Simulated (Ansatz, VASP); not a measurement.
B in VASP and in Ansatz

File INCAR:

```
SYSTEM = B
  ALGO = Normal
  EDIFF = 1E-6
  EDIFFG = -0.01
  ENCUT = 600
  GGA = PE
  IBRION = 2
  ISIF = 3
  ISMEAR = -1
  LASPH = .TRUE.
  LCHARG = .FALSE.
  LREAL = .FALSE.
  LWAVE = .FALSE.
  NELM = 80
  NSW = 80
  PREC = Accurate
  SIGMA = 0.01
```

File KPOINTS:

```
k-points
0
G
  7 7 7
  0 0 0
```

Contents of POSCAR:

```
B
1.0
    2.4540000000      1.4168175606      4.1890000000
   -2.4540000000      1.4168175606      4.1890000000
    0.0000000000     -2.8336351212      4.1890000000
B
12
Direct
    0.0104000000      0.6573000000      0.0104000000
    0.0104000000      0.0104000000      0.6573000000
    0.6573000000      0.0104000000      0.0104000000
    0.9896000000      0.3427000000      0.9896000000
    0.3427000000      0.9896000000      0.9896000000
    0.9896000000      0.9896000000      0.3427000000
    0.2206000000      0.6323000000      0.2206000000
    0.2206000000      0.2206000000      0.6323000000
    0.6323000000      0.2206000000      0.2206000000
    0.7794000000      0.3677000000      0.7794000000
    0.3677000000      0.7794000000      0.7794000000
    0.7794000000      0.7794000000      0.3677000000
```

Input for Ansatz:

```yaml
crystal:
  lattice:
    - [2.454, 1.4168175606, 4.189]
    - [-2.454, 1.4168175606, 4.189]
    - [0.0, -2.8336351212, 4.189]
  atoms:
    - { symbol: B, position: [0.0104, 0.6573, 0.0104] }
    - { symbol: B, position: [0.0104, 0.0104, 0.6573] }
    - { symbol: B, position: [0.6573, 0.0104, 0.0104] }
    - { symbol: B, position: [0.9896, 0.3427, 0.9896] }
    - { symbol: B, position: [0.3427, 0.9896, 0.9896] }
    - { symbol: B, position: [0.9896, 0.9896, 0.3427] }
    - { symbol: B, position: [0.2206, 0.6323, 0.2206] }
    - { symbol: B, position: [0.2206, 0.2206, 0.6323] }
    - { symbol: B, position: [0.6323, 0.2206, 0.2206] }
    - { symbol: B, position: [0.7794, 0.3677, 0.7794] }
    - { symbol: B, position: [0.3677, 0.7794, 0.7794] }
    - { symbol: B, position: [0.7794, 0.7794, 0.3677] }
basis:
  ecutwfc: 420
  xc_grid: 2
hamiltonian:
  xc: pbe
  pseudopotentials: { kind: paw, azcp: { folder: soft_1 } }
kpoints:
  mp_grid: { grid: [7, 7, 7] }
scf:
  occupations: { method: fermi_dirac, width: 0.01 }
  max_iter: 150
output:
  forces: true
  stress: true
relax:
  f_tol: 0.01
  max_steps: 60
  cell: {}
checkpoint:
  write: "../pbe.run"
  compress: false
  write_wavefunctions: false
  write_every: 100000
```

Alike in both runs: task relaxation of cell and atoms; functional PBE; k mesh 7 × 7 × 7; occupations fermi-dirac, width 0.01 eV; no spin polarisation.

|  | VASP | Ansatz |
| --- | --- | --- |
| version | VASP 6.6.1 | Ansatz 0.2.0 |
| potentials or method | VASP PAW PBE potentials, release 64 (B), cutoff 600 eV | plane-wave PAW DFT |
| valence electrons in the cell | 36 | 36 |

|  | VASP | Ansatz | Ansatz less VASP |
| --- | --- | --- | --- |
| relaxed volume (Å³/atom) | 7.24 | 7.24 | -0.001 |
| relaxed cell length with the largest relative difference (Å) | 5.049 | 5.048 | -0.0003 |
